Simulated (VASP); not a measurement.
# Al (Fm-3m) in VASP: notebook, part 2 of 2

VASP 6.6.1. The steps go on from the part before.

## Step 4: Relaxation of cell and atoms, r2SCAN

This run uses another cell than the first one, of 16.60 Å³/atom.

File POSCAR:

```
Al
1.0
    0.0000000000      2.0247900000      2.0247900000
    2.0247900000      0.0000000000      2.0247900000
    2.0247900000      2.0247900000      0.0000000000
Al
1
Direct
    0.0000000000      0.0000000000      0.0000000000
```

File INCAR.step1:

```
SYSTEM = Al
ALGO     = Normal         ! electronic algorithm
EDIFF    = 1E-4           ! SCF threshold, eV
ENCUT    = 600            ! plane-wave cutoff, eV
GGA      = PE             ! functional
ISMEAR   = -1             ! smearing method
LASPH    = .TRUE.         ! aspherical terms in the spheres
LCHARG   = .FALSE.        ! write CHGCAR
LREAL    = .FALSE.        ! projectors in reciprocal space
LWAVE    = .TRUE.         ! write WAVECAR
NELM     = 80             ! most SCF steps
PREC     = Accurate       ! precision mode
SIGMA    = 0.1            ! smearing width, eV
```

File INCAR.step2:

```
SYSTEM = Al
ALGO     = Normal         ! electronic algorithm
EDIFF    = 1E-7           ! SCF threshold, eV
EDIFFG   = -0.01          ! ionic threshold
ENCUT    = 600            ! plane-wave cutoff, eV
IBRION   = 2              ! ionic algorithm
ISIF     = 3              ! what is computed and relaxed
ISMEAR   = -1             ! smearing method
ISTART   = 1            
LASPH    = .TRUE.         ! aspherical terms in the spheres
LCHARG   = .FALSE.        ! write CHGCAR
LMIXTAU  = .TRUE.       
LREAL    = .FALSE.        ! projectors in reciprocal space
LWAVE    = .FALSE.        ! write WAVECAR
METAGGA  = R2SCAN         ! meta-GGA
NELM     = 80             ! most SCF steps
NSW      = 80             ! ionic steps
PREC     = Accurate       ! precision mode
SIGMA    = 0.1            ! smearing width, eV
```

File KPOINTS:

```
k-points
0
G
  13 13 13
  0 0 0
```

On the command line:

```console
> cat potpaw_PBE.64/Al/POTCAR > POTCAR
> cp INCAR.step1 INCAR
> mpirun -np 1 vasp_std > vasp.out
> cp INCAR.step2 INCAR
> mpirun -np 1 vasp_std > vasp.out
```

It took 25 s on 1 thread of Intel Xeon 6975P-C (Granite Rapids), shared host; peak memory 0.14 GiB.

It converged, with:

```yaml
Free_energy: -6.7417 eV
Relaxed_volume: 15.86 Å³/atom
Relaxed_cell: a = 2.820 Å, b = 2.820 Å, c = 2.820 Å, α = 60.00°, β = 60.00°, γ = 60.00°
Space_group_after_relaxing_to_0.1_Å: Fm-3m (No. 225)
Energy_gained_by_relaxing: 9.3 meV/atom
Ionic_steps: 3
Pressure_after_relaxing: 0.0 GPa
Band_gap_on_the_k_mesh: zero (an odd number of electrons rules out a gap without spin polarisation)
```

Step by step:
| step | energy change (eV) | largest force (eV/Å) | pressure (GPa) | volume (Å³) |
| --- | --- | --- | --- | --- |
| 1 | 0.0000 | 0.0000 | -3.84 | 16.60 |
| 2 | -0.0086 | 0.0000 | 1.22 | 15.67 |
| 3 | -0.0093 | 0.0000 | 0.04 | 15.86 |

Final structure:
```
Al
1.0
     0.00000    1.99408    1.99408
     1.99408    0.00000    1.99408
     1.99408    1.99408    0.00000
Al
1
Direct
  0.00000 0.00000 0.00000
```

Levels at points of the mesh, in eV from the Fermi level:
```csv
k point,band 1,band 2,band 3,band 4,band 5
"(0.00, 0.00, 0.00)",-12.06,13.61,13.61,13.61,15.84
```

Caveat: the PAW data sets were made with another functional, which shifts forces and pressure a little.

## Step 5: Single point, r2SCAN, non-collinear spin, zero start, spin-orbit coupling

This run uses another cell than the first one, of 15.92 Å³/atom.

File POSCAR:

```
Al
1.0
    0.0000000000      1.9966927596      1.9966927596
    1.9966927596      0.0000000000      1.9966927596
    1.9966927596      1.9966927596      0.0000000000
Al
1
Direct
    0.0000000000      0.0000000000      0.0000000000
```

File INCAR.step1:

```
  ALGO = Normal
  EDIFF = 1E-4
  ENCUT = 520
  GGA = PE
  GGA_COMPAT = F
  ISMEAR = -1
  LASPH = T
  LCHARG = F
  LREAL = F
  LSORBIT = T
  LWAVE = T
  MAGMOM = 0 0 0
  NBANDS = 14
  NELM = 150
  PREC = Accurate
  SIGMA = 0.1
```

File INCAR.step2:

```
  ALGO = Normal
  EDIFF = 1E-7
  ENCUT = 520
  GGA_COMPAT = F
  ISIF = 2
  ISMEAR = -1
  ISTART = 1
  LASPH = T
  LCHARG = F
  LMIXTAU = T
  LORBIT = 11
  LORBMOM = T
  LREAL = F
  LSORBIT = T
  LWAVE = F
  MAGMOM = 0 0 0
  METAGGA = R2SCAN
  NBANDS = 14
  NELM = 150
  PREC = Accurate
  SIGMA = 0.1
```

File KPOINTS:

```
k-points
0
Gamma
  14 14 14
```

Potentials or basis: VASP PAW PBE potentials, release 64 (Al).

On the command line:

```console
> cat potpaw_PBE.64/Al/POTCAR > POTCAR
> cp INCAR.step1 INCAR
> mpirun -np 1 vasp_ncl > vasp.out
> cp INCAR.step2 INCAR
> mpirun -np 1 vasp_ncl > vasp.out
```

OUTCAR:

```text
EDIFF = 1E-7
   ENCUT = 520
   ISIF = 2
   ISMEAR = -1
   ISTART = 1
   LASPH = T
   LORBIT = 11
   LREAL = F
   LSORBIT = T
   METAGGA = R2SCAN
   NELM = 150
   PREC = Accurate

 ion  position               nearest neighbor table
   1  0.000  0.000  0.000-

  LATTYP: Found a face centered cubic cell.
 ALAT       =     3.9933855192

  Lattice vectors:

 A1 = (   0.0000000000,   1.9966927596,   1.9966927596)
 A2 = (   1.9966927596,   0.0000000000,   1.9966927596)
 A3 = (   1.9966927596,   1.9966927596,   0.0000000000)

Analysis of symmetry for initial positions (statically):
=====================================================================
 Subroutine PRICEL returns:
 Original cell was already a primitive cell.

 Routine SETGRP: Setting up the symmetry group for a
 face centered cubic supercell.

 Subroutine GETGRP returns: Found 48 space group operations
 (whereof 48 operations were pure point group operations)
 out of a pool of 48 trial point group operations.

The static configuration has the point symmetry O_h .

Analysis of symmetry for dynamics (positions and initial velocities):
=====================================================================
 Subroutine PRICEL returns:
 Original cell was already a primitive cell.

 Routine SETGRP: Setting up the symmetry group for a
 face centered cubic supercell.

 Subroutine GETGRP returns: Found 48 space group operations
 (whereof 48 operations were pure point group operations)
 out of a pool of 48 trial point group operations.

The dynamic configuration has the point symmetry O_h .

Analysis of structural, dynamic, and magnetic symmetry:
=====================================================================
 Subroutine PRICEL returns:
 Original cell was already a primitive cell.

 Routine SETGRP: Setting up the symmetry group for a
 face centered cubic supercell.

 Subroutine GETGRP returns: Found 48 space group operations
 (whereof 48 operations were pure point group operations)
 out of a pool of 48 trial point group operations.

The overall configuration has the point symmetry O_h .

 Subroutine INISYM returns: Found 48 space group operations
 (whereof 48 operations are pure point group operations),
 and found     1 'primitive' translations

----------------------------------------------------------------------------------------

                                     Primitive cell

  volume of cell :      15.9208

  direct lattice vectors                    reciprocal lattice vectors
     0.000000000  1.996692760  1.996692760    -0.250414090  0.250414090  0.250414090
     1.996692760  0.000000000  1.996692760     0.250414090 -0.250414090  0.250414090
     1.996692760  1.996692760  0.000000000     0.250414090  0.250414090 -0.250414090

  length of vectors
     2.823749981  2.823749981  2.823749981     0.433729926  0.433729926  0.433729926

  position of ions in fractional coordinates (direct lattice)
     0.000000000  0.000000000  0.000000000

  ion indices of the primitive-cell ions
   primitive index   ion index
                 1           1

----------------------------------------------------------------------------------------

 KPOINTS: k-points

Automatic generation of k-mesh.
 Grid dimensions read from file:
 generate k-points for:   14   14   14

 Generating k-lattice:

[... 99 lines left out ...]

 number of electron       3.0000000 magnetization       0.0000000     -0.0000000     -0.0000000

 Free energy of the ion-electron system (eV)
  ---------------------------------------------------
  ext. energy  EPLUGINS =         0.00000000
  ---------------------------------------------------
  free energy    TOTEN  =        -6.73973346 eV

  energy without entropy =       -6.72705552  energy(sigma->0) =       -6.73339449

 E-fermi :   8.3766     XC(G=0): -11.0403

 val. band max:        8.2768845275   @ k =  -0.3571   0.4286   0.2143
 cond. band min:       8.3871511911   @ k =   0.5000   0.2857   0.0000
 fundamental gap:      0.1102666636
 Fermi energy:         8.3765610584

 k-point     1 :       0.0000    0.0000    0.0000
  band No.  band energies     occupation
      1      -3.7003      1.00000
      2      -3.7003      1.00000
      3      21.9199      0.00000
      4      21.9199      0.00000
      5      21.9199      0.00000
      6      21.9199      0.00000
      7      21.9199      0.00000
      8      21.9199      0.00000
      9      24.0706      0.00000
     10      24.0706      0.00000
     11      24.1360      0.00000
     12      24.1360      0.00000
     13      24.1360      0.00000
     14      24.1360      0.00000
[... 377 lines left out ...]
      1      -1.5040      1.00000
      2      -1.5040      1.00000
      3      13.0273      0.00000
      4      13.0273      0.00000
      5      17.6224      0.00000
      6      17.6224      0.00000
      7      19.0499      0.00000
      8      19.0499      0.00000
      9      19.8799      0.00000
     10      19.8799      0.00000
     11      24.0940      0.00000
     12      24.0940      0.00000
     13      28.1896      0.00000
     14      28.1896      0.00000

 [... further k-points ...]

------------------------ aborting loop because EDIFF is reached ----------------------------------------

  FORCE on cell =-STRESS in cart. coord.  units (eV):
  Direction    XX          YY          ZZ          XY          YZ          ZX
  --------------------------------------------------------------------------------------
  -------------------------------------------------------------------------------------
  Total       -0.0522203     -0.0522203     -0.0522203     -0.0000000      0.0000000      0.0000000
  in kB       -5.2551610     -5.2551610     -5.2551610     -0.0000000      0.0000000      0.0000000
  external PRESSURE =      -5.2551610 kB  Pullay stress =       0.0000000 kB

 VOLUME and BASIS-vectors are now :
 -----------------------------------------------------------------------------
  energy-cutoff  :      520.00
  volume of cell :       15.92
      direct lattice vectors                 reciprocal lattice vectors
     0.000000000  1.996692760  1.996692760    -0.250414090  0.250414090  0.250414090
     1.996692760  0.000000000  1.996692760     0.250414090 -0.250414090  0.250414090
     1.996692760  1.996692760  0.000000000     0.250414090  0.250414090 -0.250414090

 POSITION                                       TOTAL-FORCE (eV/Angst)
 -----------------------------------------------------------------------------------
      0.00000      0.00000      0.00000         0.000000      0.000000      0.000000
 -----------------------------------------------------------------------------------
    total drift:                               -0.000000      0.000000      0.000000

  FREE ENERGIE OF THE ION-ELECTRON SYSTEM (eV)
  ---------------------------------------------------
  free  energy   TOTEN  =        -6.7397334557 eV

  energy  without entropy=       -6.7270555213  energy(sigma->0) =       -6.73339449

 orbital moment (x)

 # of ion     p       tot
 --------------------------------
  1        -0.000  -0.000
 --------------------------------
           -0.000  -0.000

 orbital moment (y)

 # of ion     p       tot
 --------------------------------
  1         0.000   0.000
 --------------------------------
            0.000   0.000

 orbital moment (z)

 # of ion     p       tot
 --------------------------------
  1         0.000   0.000
 --------------------------------
            0.000   0.000

 Spin-Orbit-Coupling matrix elements

 Ion:    1  E_soc:     -0.0001035
 l=   1
     0.0000000    -0.0000172    -0.0000172
    -0.0000172     0.0000000    -0.0000172
    -0.0000172    -0.0000172     0.0000000
 l=   2
     0.0000000     0.0000000     0.0000000     0.0000000     0.0000000
     0.0000000     0.0000000     0.0000000     0.0000000     0.0000000
     0.0000000     0.0000000     0.0000000     0.0000000     0.0000000
     0.0000000     0.0000000     0.0000000     0.0000000     0.0000000
     0.0000000     0.0000000     0.0000000     0.0000000     0.0000000
 l=   3
     0.0000000     0.0000000     0.0000000     0.0000000     0.0000000     0.0000000     0.0000000
     0.0000000     0.0000000     0.0000000     0.0000000     0.0000000     0.0000000     0.0000000
     0.0000000     0.0000000     0.0000000     0.0000000     0.0000000     0.0000000     0.0000000
     0.0000000     0.0000000     0.0000000     0.0000000     0.0000000     0.0000000     0.0000000
     0.0000000     0.0000000     0.0000000     0.0000000     0.0000000     0.0000000     0.0000000
     0.0000000     0.0000000     0.0000000     0.0000000     0.0000000     0.0000000     0.0000000
     0.0000000     0.0000000     0.0000000     0.0000000     0.0000000     0.0000000     0.0000000

 total charge

# of ion       s       p       d       tot
------------------------------------------
    1        0.414   0.368   0.000   0.783

 magnetization (x)

# of ion       s       p       d       tot
------------------------------------------
    1       -0.000  -0.000   0.000  -0.000

 magnetization (y)

# of ion       s       p       d       tot
------------------------------------------
    1        0.000   0.000   0.000   0.000

 magnetization (z)

# of ion       s       p       d       tot
------------------------------------------
    1        0.000  -0.000   0.000   0.000
```

Wall time 1.8 min (1 thread of Intel Xeon 6975P-C (Granite Rapids), shared host); peak memory 0.22 GiB.

Results:

| Property | Result |
| --- | --- |
| Free energy | -6.7397 eV |
| Pressure | -0.5 GPa |
| Net moment | 0.00 μB per cell |
| Valence electrons inside the program's atomic spheres | Al 0.78 |

Moments on the atoms (μB; x, y, z):
```
Al  0.00 0.00 0.00
```

Caveat: the PAW data sets were made with another functional, which shifts forces and pressure a little.

## Step 6: Overview

```tsv
task	spin	cell	k mesh	cutoff (eV)	gap on the mesh (eV)	pressure (GPa)
single point	off	a = 2.897 Å, angles 60.0°, 1 atom	22 × 22 × 22	520	none	-6.2
single point	off	a = 2.932 Å, angles 60.0°, 1 atom	22 × 22 × 22	520	none	-8.3
relaxation of cell and atoms	off	relaxed from a = 2.863 Å, angles 60.0°, 1 atom	13 × 13 × 13	600	none	0.0
single point	non-collinear, zero start, SOC	a = 2.824 Å, angles 60.0°, 1 atom	14 × 14 × 14	520	-	-0.5
```

Alike in all rows: level r2SCAN; potentials or basis VASP PAW PBE potentials, release 64 (Al); smearing fermi-dirac 0.1 eV.

Caveats: the PAW data sets were made with another functional, which shifts forces and pressure a little; the cell stands under tension (at least some runs).

Total energies depend on the potentials used, so only differences within one code and one set of settings carry meaning.
